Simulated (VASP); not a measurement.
# ZrTaS4 (F-43m) in VASP: a series of runs

The runs below take ZrTaS4 through single point, relaxation of cell and atoms, with PBE.

All numbers are computed with VASP 6.6.1; they aren't measurements. Logs are shortened: lines on timing, memory, paths and dates and some standing lists are left out, and cuts for length are marked.

## 1. The cell of the first run

The structure is cubic, space group F-43m (No. 216). Conventional cell: a = 7.355 Å, b = 7.355 Å, c = 7.355 Å, α = 90.00°, β = 90.00°, γ = 90.00°. Zr (site symmetry -43m) has 12 S at 3.05 Å and 4 Ta at 3.19 Å within 4.0 Å. Ta (site symmetry -43m) has 12 S at 3.05 Å and 4 Zr at 3.19 Å within 4.0 Å. Within 3.4 Å of S (site symmetry 3m) lie 6 S at 2.58 to 2.62 Å and 3 Ta at 3.05 Å and 3 Zr at 3.05 Å.

## 2. Single point, PBE

File INCAR:

```
SYSTEM = ZrTaS4
ALGO = Normal
EDIFF = 1E-7
ENCUT = 520
GGA = PE
ISIF = 2
ISMEAR = 0
LASPH = .TRUE.
LCHARG = .FALSE.
LREAL = .FALSE.
LWAVE = .FALSE.
NBANDS = 32
NELM = 60
PREC = Accurate
SIGMA = 0.1
```

File KPOINTS:

```
k-points
0
G
  4 4 4
  0 0 0
```

File POSCAR:

```
ZrTaS4
1.0
    0.0000000000      3.6777441274      3.6777441274
    3.6777441274      0.0000000000      3.6777441274
    3.6777441274      3.6777441274      0.0000000000
Zr Ta S
1 1 4
Direct
    0.0000000000      0.0000000000      0.0000000000
    0.7500000000      0.7500000000      0.7500000000
    0.3757612214      0.8727163358      0.3757612214
    0.3757612214      0.3757612214      0.8727163358
    0.3757612214      0.3757612214      0.3757612214
    0.8727163358      0.3757612214      0.3757612214
```

Potentials or basis: VASP PAW PBE potentials, release 64 (Zr_sv, Ta_pv, S).

The run is started by

```bash
> cat potpaw_PBE.64/Zr_sv/POTCAR potpaw_PBE.64/Ta_pv/POTCAR potpaw_PBE.64/S/POTCAR > POTCAR
> mpirun -np 1 vasp_std > vasp.out
```

OUTCAR:

```text
SYSTEM = ZrTaS4
   EDIFF = 1E-7
   ENCUT = 520
   GGA = PE
   ISIF = 2
   ISMEAR = 0
   LASPH = .TRUE.
   LREAL = .FALSE.
   NELM = 60
   PREC = Accurate

 ion  position               nearest neighbor table
   1  0.000  0.000  0.000-   3 3.05   4 3.05   6 3.05   5 3.05   5 3.05   5 3.05   3 3.05   6 3.05
                             6 3.05   3 3.05   4 3.05   4 3.05   2 3.19   2 3.19   2 3.19   2 3.19
   2  0.750  0.750  0.750-   3 3.05   4 3.05   4 3.05   6 3.05   3 3.05   6 3.05   5 3.05   5 3.05
                             5 3.05   3 3.05   4 3.05   6 3.05   1 3.19   1 3.19   1 3.19   1 3.19
   3  0.376  0.873  0.376-   4 2.58   5 2.58   6 2.58   4 2.62   5 2.62   6 2.62   2 3.05   2 3.05
                             2 3.05   1 3.05   1 3.05   1 3.05
   4  0.376  0.376  0.873-   3 2.58   5 2.58   6 2.58   5 2.62   3 2.62   6 2.62   2 3.05   2 3.05
                             2 3.05   1 3.05   1 3.05   1 3.05
   5  0.376  0.376  0.376-   3 2.58   4 2.58   6 2.58   4 2.62   3 2.62   6 2.62   2 3.05   2 3.05
                             2 3.05   1 3.05   1 3.05   1 3.05
   6  0.873  0.376  0.376-   3 2.58   4 2.58   5 2.58   5 2.62   4 2.62   3 2.62   2 3.05   2 3.05
                             2 3.05   1 3.05   1 3.05   1 3.05

  LATTYP: Found a face centered cubic cell.
 ALAT       =     7.3554882548

  Lattice vectors:

 A1 = (   0.0000000000,   3.6777441274,   3.6777441274)
 A2 = (   3.6777441274,   0.0000000000,   3.6777441274)
 A3 = (   3.6777441274,   3.6777441274,   0.0000000000)

Analysis of symmetry for initial positions (statically):
=====================================================================
 Subroutine PRICEL returns:
 Original cell was already a primitive cell.

 Routine SETGRP: Setting up the symmetry group for a
 face centered cubic supercell.

 Subroutine GETGRP returns: Found 24 space group operations
 (whereof 24 operations were pure point group operations)
 out of a pool of 48 trial point group operations.

The static configuration has the point symmetry T_d .

Analysis of symmetry for dynamics (positions and initial velocities):
=====================================================================
 Subroutine PRICEL returns:
 Original cell was already a primitive cell.

 Routine SETGRP: Setting up the symmetry group for a
 face centered cubic supercell.

 Subroutine GETGRP returns: Found 24 space group operations
 (whereof 24 operations were pure point group operations)
 out of a pool of 48 trial point group operations.

The dynamic configuration has the point symmetry T_d .

 Subroutine INISYM returns: Found 24 space group operations
 (whereof 24 operations are pure point group operations),
 and found     1 'primitive' translations

----------------------------------------------------------------------------------------

                                     Primitive cell

  volume of cell :      99.4889

  direct lattice vectors                    reciprocal lattice vectors
     0.000000000  3.677744127  3.677744127    -0.135952906  0.135952906  0.135952906
     3.677744127  0.000000000  3.677744127     0.135952906 -0.135952906  0.135952906
     3.677744127  3.677744127  0.000000000     0.135952906  0.135952906 -0.135952906

  length of vectors
     5.201115624  5.201115624  5.201115624     0.235477340  0.235477340  0.235477340

  position of ions in fractional coordinates (direct lattice)
     0.000000000  0.000000000  0.000000000
     0.750000000  0.750000000  0.750000000
     0.375761221  0.872716336  0.375761221
     0.375761221  0.375761221  0.872716336
     0.375761221  0.375761221  0.375761221
     0.872716336  0.375761221  0.375761221

  ion indices of the primitive-cell ions
   primitive index   ion index
                 1           1
                 2           2
                 3           3
                 4           4
                 5           5
                 6           6

----------------------------------------------------------------------------------------

 KPOINTS: k-points

Automatic generation of k-mesh.
 Grid dimensions read from file:
 generate k-points for:    4    4    4

 Generating k-lattice:

  Cartesian coordinates                     Fractional coordinates (reciprocal lattice)
    -0.033988226  0.033988226  0.033988226     0.250000000  0.000000000  0.000000000
     0.033988226 -0.033988226  0.033988226     0.000000000  0.250000000  0.000000000
     0.033988226  0.033988226 -0.033988226     0.000000000  0.000000000  0.250000000

  Length of vectors
     0.058869335  0.058869335  0.058869335

  Shift w.r.t. Gamma in fractional coordinates (k-lattice)
     0.000000000  0.000000000  0.000000000

 Subroutine IBZKPT returns following result:
 ===========================================

 Found      8 irreducible k-points:

 Following reciprocal coordinates:
            Coordinates               Weight
  0.000000  0.000000  0.000000      1.000000
  0.250000  0.000000  0.000000      8.000000
  0.500000  0.000000  0.000000      4.000000
  0.250000  0.250000  0.000000      6.000000
  0.500000  0.250000  0.000000     24.000000
 -0.250000  0.250000  0.000000     12.000000
  0.500000  0.500000  0.000000      3.000000
 -0.250000  0.500000  0.250000      6.000000
   k-points           NKPTS =      8   k-points in BZ     NKDIM =      8   number of bands    NBANDS=     32
   number of dos      NEDOS =    301   number of ions     NIONS =      6
   total plane-waves  NPLWV =  64000
   dimension x,y,z NGX =    40 NGY =   40 NGZ =   40
   dimension x,y,z NGXF=    80 NGYF=   80 NGZF=   80
   ions per type =               1   1   4
   NGX,Y,Z   is equivalent  to a cutoff of  12.79, 12.79, 12.79 a.u.
   NGXF,Y,Z  is equivalent  to a cutoff of  25.57, 25.57, 25.57 a.u.
 SYSTEM =  ZrTaS4
   PREC   = accura    normal or accurate (medium, high low for compatibility)
   ISTART =      0    job   : 0-new  1-cont  2-samecut
   ICHARG =      2    charge: 1-file 2-atom 10-const
   ISPIN  =      1    spin polarized calculation?
   LNONCOLLINEAR =      F non collinear calculations
   LSORBIT =      F    spin-orbit coupling
   LASPH  =      T    aspherical Exc in radial PAW
   ENCUT  =  520.0 eV  38.22 Ry    6.18 a.u.   9.67  9.67  9.67*2*pi/ulx,y,z
   NELM   =     60;   NELMIN=  2; NELMDL= -5     # of ELM steps
   EDIFF  = 0.1E-06   stopping-criterion for ELM
   LREAL  =      F    real-space projection
   EDIFFG = 0.1E-05   stopping-criterion for IOM
   NSW    =      0    number of steps for IOM
   IBRION =     -1    ionic relax: 0-MD 1-quasi-New 2-CG
   NFREE  =      0    steps in history (QN), initial steepest desc. (CG)
   ISIF   =      2    stress and relaxation
   ISYM   =      2    0-nonsym 1-usesym 2-fastsym
   POTIM  = 0.5000    time-step for ionic-motion
   TEBEG  =    0.0;   TEEND  =   0.0 temperature during run
   PSTRESS=    0.0 pullay stress
   NELECT =      47.0000    total number of electrons
   NUPDOWN=      -1.0000    fix difference up-down
   EMIN   =  10.00;   EMAX   =-10.00  energy-range for DOS
   EFERMI =   0.00;   METHOD = LEGACY
   ISMEAR =     0;   SIGMA  =   0.10  broadening in eV -4-tet -1-fermi 0-gaus
   EFERMI_NEDOS =   21; number of points for ismear=-14 and -15
   IALGO  =     38    algorithm
   IMIX   =      4    mixing-type and parameters
     AMIX     =   0.40;   BMIX     =  1.00
     AMIX_MAG =   1.60;   BMIX_MAG =  1.00
  volume/ion in A,a.u.               =      16.58       111.90
  Fermi-wavevector in a.u.,A,eV,Ry     =   1.275017  2.409433 22.118557  1.625668
  Thomas-Fermi vector in A             =   2.407753
   LORBIT       =      0    0 simple, 1 ext, 2 COOP (PROOUT), +10 PAW based schemes
   GGA     = PE    functional components
   LHFCALC =     F    Hartree Fock is set to
   AEXX    =    0.0000 exact exchange contribution
   IVDW    =     0    specifies the selected vdW correction
   LEPSILON=     F    determine dielectric tensor
   LRPA    =     F    only Hartree local field effects (RPA)
 non-spin polarized calculation
 Gauss-broadening in eV      SIGMA  =   0.10
  energy-cutoff  :      520.00
  volume of cell :       99.49
 maximum number of plane-waves:      2733
 NGX is ok and might be reduce to    40
   NGX = 19   NGY = 19   NGZ = 19

 number of electron      46.9999997 magnetization

 Free energy of the ion-electron system (eV)
  ---------------------------------------------------
  ext. energy  EPLUGINS =         0.00000000
  ---------------------------------------------------
  free energy    TOTEN  =       -32.41391490 eV

  energy without entropy =      -32.38975762  energy(sigma->0) =      -32.40183626

 E-fermi :   9.0701     XC(G=0): -11.6303

 val. band max:        8.9744101203   @ k =   0.2500   0.0000   0.0000
 cond. band min:       9.1162260271   @ k =  -0.2500   0.5000   0.2500
 fundamental gap:      0.1418159068
 Fermi energy:         9.0701300742

 k-point     1 :       0.0000    0.0000    0.0000
  band No.  band energies     occupation
      1     -40.4331      2.00000
      2     -26.2028      2.00000
      3     -26.2028      2.00000
      4     -26.2028      2.00000
      5     -18.4531      2.00000
      6     -18.4531      2.00000
[... 24 lines left out ...]
     31      12.0285      0.00000
     32      12.0320      0.00000

 k-point     2 :       0.2500    0.0000    0.0000
  band No.  band energies     occupation
      1     -40.4331      2.00000
      2     -26.2035      2.00000
      3     -26.2031      2.00000
      4     -26.2031      2.00000
      5     -18.4592      2.00000
      6     -18.4531      2.00000
[... 24 lines left out ...]
     31      11.7436      0.00000
     32      11.7436      0.00000
[... 173 lines left out ...]
     31      11.7608      0.00000
     32      11.7608      0.00000

 k-point     8 :      -0.2500    0.5000    0.2500
  band No.  band energies     occupation
      1     -40.4331      2.00000
      2     -26.2052      2.00000
      3     -26.2043      2.00000
      4     -26.2024      2.00000
      5     -18.4608      2.00000
      6     -18.4596      2.00000
[... 24 lines left out ...]
     31      11.9975      0.00000
     32      12.2957      0.00000

------------------------ aborting loop because EDIFF is reached ----------------------------------------

  FORCE on cell =-STRESS in cart. coord.  units (eV):
  Direction    XX          YY          ZZ          XY          YZ          ZX
  --------------------------------------------------------------------------------------
  -------------------------------------------------------------------------------------
  Total       -0.0447628     -0.0447628     -0.0447628      0.0000000      0.0000000      0.0000000
  in kB       -0.7208641     -0.7208641     -0.7208641      0.0000000      0.0000000      0.0000000
  external PRESSURE =      -0.7208641 kB  Pullay stress =       0.0000000 kB

 VOLUME and BASIS-vectors are now :
 -----------------------------------------------------------------------------
  energy-cutoff  :      520.00
  volume of cell :       99.49
      direct lattice vectors                 reciprocal lattice vectors
     0.000000000  3.677744127  3.677744127    -0.135952906  0.135952906  0.135952906
     3.677744127  0.000000000  3.677744127     0.135952906 -0.135952906  0.135952906
     3.677744127  3.677744127  0.000000000     0.135952906  0.135952906 -0.135952906

 POSITION                                       TOTAL-FORCE (eV/Angst)
 -----------------------------------------------------------------------------------
      0.00000      0.00000      0.00000         0.000000      0.000000      0.000000
      5.51662      5.51662      5.51662         0.000000      0.000000      0.000000
      4.59158      2.76391      4.59158        -0.007072      0.007072     -0.007072
      4.59158      4.59158      2.76391        -0.007072     -0.007072      0.007072
      2.76391      2.76391      2.76391         0.007072      0.007072      0.007072
      2.76391      4.59158      4.59158         0.007072     -0.007072     -0.007072
 -----------------------------------------------------------------------------------
    total drift:                                0.000000      0.000000      0.000000

  FREE ENERGIE OF THE ION-ELECTRON SYSTEM (eV)
  ---------------------------------------------------
  free  energy   TOTEN  =       -32.4139149002 eV

  energy  without entropy=      -32.3897576162  energy(sigma->0) =      -32.40183626
```

Wall time 21 s (1 thread of AMD EPYC 9R45 (Zen 5), shared host); peak memory 0.21 GiB.

What came out:

```
Free energy   : -32.4139 eV
Pressure      : -0.1 GPa
Largest force : 0.012 eV/Å
```

Forces in eV/Å, atoms in the order of the input:
```
Zr   0.000  0.000  0.000
Ta   0.000  0.000  0.000
S   -0.007  0.007 -0.007
S   -0.007 -0.007  0.007
S    0.007  0.007  0.007
S    0.007 -0.007 -0.007
```

Levels at points of the mesh, in eV from the Fermi level:
```
           k point  band 21  band 22  band 23  band 24  band 25  band 26
(0.00, 0.00, 0.00)    -0.37     0.72     0.72     0.72     1.93     1.93
(0.50, 0.00, 0.00)    -1.98     0.37     0.37     0.45     0.64     0.64
(0.50, 0.50, 0.00)    -3.55    -0.92    -0.92     0.60     0.78     1.36
```

Caveat: the k points lie up to 0.37 Å⁻¹ apart; spin-orbit coupling is left out, which moves the levels of the heavy elements.

## 3. Relaxation of cell and atoms, PBE

This run uses another cell than the first one, of 18.43 Å³/atom, 1.112 times its volume.

File INCAR:

```
ALGO = Normal
EDIFF = 1E-6
EDIFFG = -0.04
ENCUT = 600
GGA = PE
IBRION = 2
ISIF = 3
ISMEAR = 0
LASPH = True
LCHARG = False
LREAL = False
LWAVE = False
NELM = 60
NSW = 90
PREC = Accurate
SIGMA = 0.1
```

File KPOINTS:

```
k-points
0
Gamma
  4 4 4
```

File POSCAR:

```
ZrTaS4
1.0
    0.0000000000      3.8097270777      3.8097270777
    3.8097270777      0.0000000000      3.8097270777
    3.8097270777      3.8097270777      0.0000000000
Zr Ta S
1 1 4
Direct
    0.0000000000      0.0000000000      0.0000000000
    0.7500000000      0.7500000000      0.7500000000
    0.3750000000      0.8750000000      0.3750000000
    0.3750000000      0.3750000000      0.8750000000
    0.3750000000      0.3750000000      0.3750000000
    0.8750000000      0.3750000000      0.3750000000
```

Potentials or basis: VASP PAW PBE potentials, release 64 (Zr_sv, Ta_pv, S).

The run is started by

```bash
> cat potpaw_PBE.64/Zr_sv/POTCAR potpaw_PBE.64/Ta_pv/POTCAR potpaw_PBE.64/S/POTCAR > POTCAR
> mpirun -np 1 vasp_std > vasp.out
```

Run time: 1.8 min. Hardware: 1 thread of AMD EPYC 9R45 (Zen 5), shared host; peak memory 0.31 GiB.

It converged, with:

| Item | Value |
| --- | --- |
| Free energy | -32.4162 eV |
| Relaxed volume | 16.61 Å³/atom |
| Relaxed cell | a = 5.204 Å, b = 5.204 Å, c = 5.204 Å, α = 60.00°, β = 60.00°, γ = 60.00° |
| Space group after relaxing (to 0.05 Å) | F-43m (No. 216) |
| Energy gained by relaxing | 55.9 meV/atom |
| Ionic steps | 5 |
| Pressure after relaxing | -0.2 GPa |

Step by step:
| step | energy change (eV) | largest force (eV/Å) | pressure (GPa) | volume (Å³) |
| --- | --- | --- | --- | --- |
| 1 | 0.0000 | 0.2081 | -8.66 | 110.59 |
| 2 | -0.2784 | 0.0132 | 4.65 | 95.39 |
| 3 | -0.3348 | 0.0680 | 0.05 | 99.41 |
| 4 | -0.3347 | 0.0717 | -0.18 | 99.63 |
| 5 | -0.3352 | 0.0106 | -0.20 | 99.65 |

Final structure:
```yaml
crystal:
  lattice:
    - [0.00000, 3.67974, 3.67974]
    - [3.67974, 0.00000, 3.67974]
    - [3.67974, 3.67974, 0.00000]
  atoms:
    - { symbol: Zr, position: [0.00000, 0.00000, 0.00000] }
    - { symbol: Ta, position: [0.75000, 0.75000, 0.75000] }
    - { symbol: S, position: [0.37577, 0.87269, 0.37577] }
    - { symbol: S, position: [0.37577, 0.37577, 0.87269] }
    - { symbol: S, position: [0.37577, 0.37577, 0.37577] }
    - { symbol: S, position: [0.87269, 0.37577, 0.37577] }
```

Levels at points of the mesh, in eV from the Fermi level:
```tsv
k point	band 21	band 22	band 23	band 24	band 25	band 26
(0.00, 0.00, 0.00)	-0.37	0.72	0.72	0.72	1.93	1.94
(0.50, 0.00, 0.00)	-1.98	0.37	0.37	0.45	0.64	0.64
(0.50, 0.50, 0.00)	-3.55	-0.92	-0.92	0.60	0.77	1.36
```

Caveat: spin-orbit coupling is left out, which moves the levels of the heavy elements.
